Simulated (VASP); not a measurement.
# Ni2OsI (Pmm2) in VASP: single point with PBE

Aim: the single point of Ni2OsI with PBE.

Everything below comes from runs of VASP 6.6.1. Logs are shortened: lines on timing, memory, paths and dates and some standing lists are left out, and cuts for length are marked.

**1. The cell of the first run**

The typed cell holds 8 atoms: a = 6.451 Å, b = 3.956 Å, c = 6.670 Å, α = 90.00°, β = 90.00°, γ = 90.00°.

**2. Single point, PBE**

INCAR reads:

```
PREC     = Accurate       # precision mode
ENCUT    = 600            # plane-wave cutoff, eV
EDIFF    = 1E-6           # SCF threshold, eV
ISMEAR   = -1             # smearing method
SIGMA    = 0.1            # smearing width, eV
LREAL    = F              # projectors in reciprocal space
LASPH    = T              # aspherical terms in the spheres
NELM     = 120            # most SCF steps
ALGO     = Normal         # electronic algorithm
ISIF     = 2              # what is computed and relaxed
LWAVE    = F              # write WAVECAR
LCHARG   = T              # write CHGCAR
GGA      = PE             # functional
LELF     = T              # ELF
LVHAR    = T            
NBANDS   = 45             # bands
GGA_COMPAT= F
```

KPOINTS reads:

```
regular mesh
0
Gamma
  5 9 5
```

POSCAR reads:

```
Ni2OsI
1.0
    6.4513300000      0.0000000000      0.0000000000
    0.0000000000      3.9563750000      0.0000000000
    0.0000350000      0.0000000000      6.6704970000
Ni I Os
4 2 2
Direct
    0.5330200000      0.0000000000      0.7436300000
    0.9982400000      0.5000000000      0.7563400000
    0.5330200000      0.0000000000      0.2563800000
    0.9982400000      0.5000000000      0.2436600000
    0.1738600000      0.0000000000      0.5000000000
    0.3570000000      0.5000000000      0.0000000000
    0.6809100000      0.5000000000      0.5000000000
    0.8507200000      0.0000000000      0.0000000000
```

Potentials or basis: VASP PAW PBE potentials, release 64 (Ni, I, Os).

Run with:

```sh
> cat potpaw_PBE.64/Ni/POTCAR potpaw_PBE.64/I/POTCAR potpaw_PBE.64/Os/POTCAR > POTCAR
> mpirun -np 1 vasp_std > vasp.out
```

OUTCAR:

```text
PREC = Accurate
   ENCUT = 600
   EDIFF = 1E-6
   ISMEAR = -1
   LREAL = F
   LASPH = T
   NELM = 120
   ISIF = 2
   GGA = PE

 ion  position               nearest neighbor table
   1  0.533  0.000  0.744-   8 2.67   7 2.73   7 2.73   5 2.83   6 2.85   6 2.85
   2  0.998  0.500  0.756-   7 2.67   8 2.73   8 2.73   6 2.83   5 2.85   5 2.85
   3  0.533  0.000  0.256-   8 2.67   7 2.73   7 2.73   5 2.83   6 2.85   6 2.85
   4  0.998  0.500  0.244-   7 2.67   8 2.73   8 2.73   6 2.83   5 2.85   5 2.85
   5  0.174  0.000  0.500-   3 2.83   1 2.83   2 2.85   2 2.85   4 2.85   4 2.85
   6  0.357  0.500  0.000-   4 2.83   2 2.83   1 2.85   1 2.85   3 2.85   3 2.85
   7  0.681  0.500  0.500-   4 2.67   2 2.67   3 2.73   3 2.73   1 2.73   1 2.73
   8  0.851  0.000  0.000-   1 2.67   3 2.67   2 2.73   2 2.73   4 2.73   4 2.73

  LATTYP: Found a simple orthorhombic cell.
 ALAT       =     3.9563750000
 B/A-ratio  =     1.6306164102
 C/A-ratio  =     1.6860123219

  Lattice vectors:

 A1 = (   0.0000000000,  -3.9563750000,   0.0000000000)
 A2 = (   6.4513300000,   0.0000000000,   0.0000000000)
 A3 = (   0.0000350000,   0.0000000000,   6.6704970000)

Analysis of symmetry for initial positions (statically):
=====================================================================
 Subroutine PRICEL returns:
 Original cell was already a primitive cell.

 Routine SETGRP: Setting up the symmetry group for a
 simple orthorhombic supercell.

 Subroutine GETGRP returns: Found  2 space group operations
 (whereof  2 operations were pure point group operations)
 out of a pool of  8 trial point group operations.

The static configuration has the point symmetry C_1h.

Analysis of symmetry for dynamics (positions and initial velocities):
=====================================================================
 Subroutine PRICEL returns:
 Original cell was already a primitive cell.

 Routine SETGRP: Setting up the symmetry group for a
 simple orthorhombic supercell.

 Subroutine GETGRP returns: Found  2 space group operations
 (whereof  2 operations were pure point group operations)
 out of a pool of  8 trial point group operations.

The dynamic configuration has the point symmetry C_1h.

 Subroutine INISYM returns: Found  2 space group operations
 (whereof  2 operations are pure point group operations),
 and found     1 'primitive' translations

----------------------------------------------------------------------------------------

                                     Primitive cell

  volume of cell :     170.2570

  direct lattice vectors                    reciprocal lattice vectors
     6.451330000  0.000000000  0.000000000     0.155006797  0.000000000 -0.000000813
     0.000000000  3.956375000  0.000000000     0.000000000  0.252756627  0.000000000
     0.000035000  0.000000000  6.670497000     0.000000000  0.000000000  0.149913867

  length of vectors
     6.451330000  3.956375000  6.670497000     0.155006797  0.252756627  0.149913867

  position of ions in fractional coordinates (direct lattice)
     0.533020000  0.000000000  0.743630000
     0.998240000  0.500000000  0.756340000
     0.533020000  0.000000000  0.256380000
     0.998240000  0.500000000  0.243660000
     0.173860000  0.000000000  0.500000000
     0.357000000  0.500000000  0.000000000
     0.680910000  0.500000000  0.500000000
     0.850720000  0.000000000  0.000000000

  ion indices of the primitive-cell ions
   primitive index   ion index
                 1           1
                 2           2
                 3           3
                 4           4
                 5           5
                 6           6
                 7           7
                 8           8

----------------------------------------------------------------------------------------

 KPOINTS: regular mesh

Automatic generation of k-mesh.
 Grid dimensions read from file:
 generate k-points for:    5    9    5

 Generating k-lattice:

  Cartesian coordinates                     Fractional coordinates (reciprocal lattice)
     0.031001359  0.000000000 -0.000000163     0.200000000  0.000000000  0.000000000
     0.000000000  0.028084070  0.000000000     0.000000000  0.111111111  0.000000000
     0.000000000  0.000000000  0.029982773     0.000000000  0.000000000  0.200000000

  Length of vectors
     0.031001359  0.028084070  0.029982773

  Shift w.r.t. Gamma in fractional coordinates (k-lattice)
     0.000000000  0.000000000  0.000000000

 Subroutine IBZKPT returns following result:
 ===========================================

 Found     65 irreducible k-points:

 Following reciprocal coordinates:
            Coordinates               Weight
  0.000000  0.000000  0.000000      1.000000
  0.200000  0.000000 -0.000000      2.000000
  0.400000  0.000000  0.000000      2.000000
  0.000000  0.111111  0.000000      2.000000
  0.200000  0.111111 -0.000000      4.000000
  0.400000  0.111111  0.000000      4.000000
[... 16 lines left out ...]
  0.200000 -0.111111 -0.200000      4.000000
  0.400000  0.111111  0.200000      4.000000
 [... further k-points ...]
   k-points           NKPTS =     65   k-points in BZ     NKDIM =     65   number of bands    NBANDS=     45
   number of dos      NEDOS =    301   number of ions     NIONS =      8
   total plane-waves  NPLWV =  93312
   dimension x,y,z NGX =    54 NGY =   32 NGZ =   54
   dimension x,y,z NGXF=   108 NGYF=   64 NGZF=  108
   ions per type =               4   2   2
   NGX,Y,Z   is equivalent  to a cutoff of  13.92, 13.45, 13.46 a.u.
   NGXF,Y,Z  is equivalent  to a cutoff of  27.83, 26.89, 26.92 a.u.
 SYSTEM =  unknown system
   PREC   = accura    normal or accurate (medium, high low for compatibility)
   ISTART =      0    job   : 0-new  1-cont  2-samecut
   ICHARG =      2    charge: 1-file 2-atom 10-const
   ISPIN  =      1    spin polarized calculation?
   LNONCOLLINEAR =      F non collinear calculations
   LSORBIT =      F    spin-orbit coupling
   LASPH  =      T    aspherical Exc in radial PAW
   ENCUT  =  600.0 eV  44.10 Ry    6.64 a.u.  12.88  7.90 13.32*2*pi/ulx,y,z
   NELM   =    120;   NELMIN=  2; NELMDL= -5     # of ELM steps
   EDIFF  = 0.1E-05   stopping-criterion for ELM
   LREAL  =      F    real-space projection
   EDIFFG = 0.1E-04   stopping-criterion for IOM
   NSW    =      0    number of steps for IOM
   IBRION =     -1    ionic relax: 0-MD 1-quasi-New 2-CG
   NFREE  =      0    steps in history (QN), initial steepest desc. (CG)
   ISIF   =      2    stress and relaxation
   ISYM   =      2    0-nonsym 1-usesym 2-fastsym
   POTIM  = 0.5000    time-step for ionic-motion
   TEBEG  =    0.0;   TEEND  =   0.0 temperature during run
   PSTRESS=    0.0 pullay stress
   NELECT =      70.0000    total number of electrons
   NUPDOWN=      -1.0000    fix difference up-down
   EMIN   =  10.00;   EMAX   =-10.00  energy-range for DOS
   EFERMI =   0.00;   METHOD = LEGACY
   ISMEAR =    -1;   SIGMA  =   0.10  broadening in eV -4-tet -1-fermi 0-gaus
   EFERMI_NEDOS =   21; number of points for ismear=-14 and -15
   IALGO  =     38    algorithm
   IMIX   =      4    mixing-type and parameters
     AMIX     =   0.40;   BMIX     =  1.00
     AMIX_MAG =   1.60;   BMIX_MAG =  1.00
  volume/ion in A,a.u.               =      21.28       143.62
  Fermi-wavevector in a.u.,A,eV,Ry     =   1.217323  2.300407 20.162142  1.481876
  Thomas-Fermi vector in A             =   2.352647
   LORBIT       =      0    0 simple, 1 ext, 2 COOP (PROOUT), +10 PAW based schemes
   GGA     = PE    functional components
   LHFCALC =     F    Hartree Fock is set to
   AEXX    =    0.0000 exact exchange contribution
   IVDW    =     0    specifies the selected vdW correction
   LEPSILON=     F    determine dielectric tensor
   LRPA    =     F    only Hartree local field effects (RPA)
 non-spin polarized calculation
  energy-cutoff  :      600.00
  volume of cell :      170.26
 maximum number of plane-waves:      5701
 NGX is ok and might be reduce to    54
   NGX = 25   NGY = 15   NGZ = 27

 number of electron      69.9999986 magnetization

 Free energy of the ion-electron system (eV)
  ---------------------------------------------------
  ext. energy  EPLUGINS =         0.00000000
  ---------------------------------------------------
  free energy    TOTEN  =       -37.94101173 eV

  energy without entropy =      -37.35850871  energy(sigma->0) =      -37.64976022

 E-fermi :   5.5855     XC(G=0): -10.6046

 val. band max:        5.5843238417   @ k =   0.0000   0.1111   0.4000
 cond. band min:       5.5892215992   @ k =   0.0000   0.0000   0.0000
 fundamental gap:      0.0048977575
 Fermi energy:         5.5855101005

 k-point     1 :       0.0000    0.0000    0.0000
  band No.  band energies     occupation
      1      -8.7332      2.00000
      2      -8.1223      2.00000
      3      -0.4439      2.00000
      4       0.1641      2.00000
      5       0.4377      2.00000
      6       1.3005      2.00000
[... 37 lines left out ...]
     44       9.3940      0.00000
     45      10.3121      0.00000

 k-point     2 :       0.2000    0.0000   -0.0000
  band No.  band energies     occupation
      1      -8.7236      2.00000
      2      -8.1221      2.00000
      3      -0.5181      2.00000
      4      -0.4372      2.00000
      5       0.8204      2.00000
      6       1.5678      2.00000
[... 37 lines left out ...]
     44       9.4113      0.00000
     45       9.7204      0.00000

 k-point     3 :       0.4000    0.0000    0.0000
  band No.  band energies     occupation
      1      -8.7076      2.00000
      2      -8.1219      2.00000
      3      -0.9677      2.00000
      4      -0.4261      2.00000
      5       0.6203      2.00000
      6       1.7876      2.00000
[... 997 lines left out ...]
     44       9.4627      0.00000
     45       9.8334      0.00000

 k-point    24 :       0.4000    0.1111    0.2000
  band No.  band energies     occupation
      1      -8.6082      2.00000
      2      -8.1566      2.00000
      3      -0.8785      2.00000
      4      -0.0168      2.00000
      5       0.3717      2.00000
      6       1.6407      2.00000
[... 37 lines left out ...]
     44       9.6322      0.00000
     45       9.9684      0.00000

 [... further k-points ...]

------------------------ aborting loop because EDIFF is reached ----------------------------------------

  FORCE on cell =-STRESS in cart. coord.  units (eV):
  Direction    XX          YY          ZZ          XY          YZ          ZX
  --------------------------------------------------------------------------------------
  -------------------------------------------------------------------------------------
  Total      -13.1099609    -17.6974661    -21.6814712      0.0000000      0.0000000     -0.0000499
  in kB     -123.3692939   -166.5393141   -204.0301887      0.0000000      0.0000000     -0.0004696
  external PRESSURE =    -164.6462655 kB  Pullay stress =       0.0000000 kB

 VOLUME and BASIS-vectors are now :
 -----------------------------------------------------------------------------
  energy-cutoff  :      600.00
  volume of cell :      170.26
      direct lattice vectors                 reciprocal lattice vectors
     6.451330000  0.000000000  0.000000000     0.155006797  0.000000000 -0.000000813
     0.000000000  3.956375000  0.000000000     0.000000000  0.252756627  0.000000000
     0.000035000  0.000000000  6.670497000     0.000000000  0.000000000  0.149913867

 POSITION                                       TOTAL-FORCE (eV/Angst)
 -----------------------------------------------------------------------------------
      3.43871      0.00000      4.96038         1.523665      0.000000     -0.554291
      6.44000      1.97819      5.04516        -1.520886      0.000000      0.553860
      3.43870      0.00000      1.71018         1.523844      0.000000      0.554271
      6.43998      1.97819      1.62533        -1.520802      0.000000     -0.553815
      1.12165      0.00000      3.33525        -0.019204      0.000000     -0.000032
      2.30312      1.97819      0.00000         0.025504      0.000000      0.000048
      4.39279      1.97819      3.33525         0.672567      0.000000      0.000009
      5.48828      0.00000      0.00000        -0.684687      0.000000     -0.000050
 -----------------------------------------------------------------------------------
    total drift:                                0.001127      0.000000      0.000144

  FREE ENERGIE OF THE ION-ELECTRON SYSTEM (eV)
  ---------------------------------------------------
  free  energy   TOTEN  =       -37.9410117309 eV

  energy  without entropy=      -37.3585087058  energy(sigma->0) =      -37.64976022
```

Wall time 16 min (1 thread of Intel Xeon Platinum 8488C (Sapphire Rapids), shared host); peak memory 0.68 GiB.

Results:

```yaml
Free_energy: -37.9410 eV
Pressure: -16.5 GPa
Largest_force: 1.622 eV/Å
Band_gap_on_the_k_mesh: zero (bands 35 and 36 overlap by 0.28 eV)
```

Forces on the atoms (eV/Å):
```
Ni   1.524  0.000 -0.554
Ni  -1.521  0.000  0.554
Ni   1.524  0.000  0.554
Ni  -1.521  0.000 -0.554
I   -0.019  0.000  0.000
I    0.026  0.000  0.000
Os   0.673  0.000  0.000
Os  -0.685  0.000  0.000
```

Caveat: the stress differs along the axes, from -20 to -12 GPa; spin-orbit coupling is left out, which moves the levels of the heavy elements; the run has no spin polarisation, though such a crystal can be magnetic; forces of over 1 eV/Å act on the atoms, so gaps and moduli don't describe the material at rest. Spin polarisation is off, so any magnetic state and its effect on volume and gap are missing.
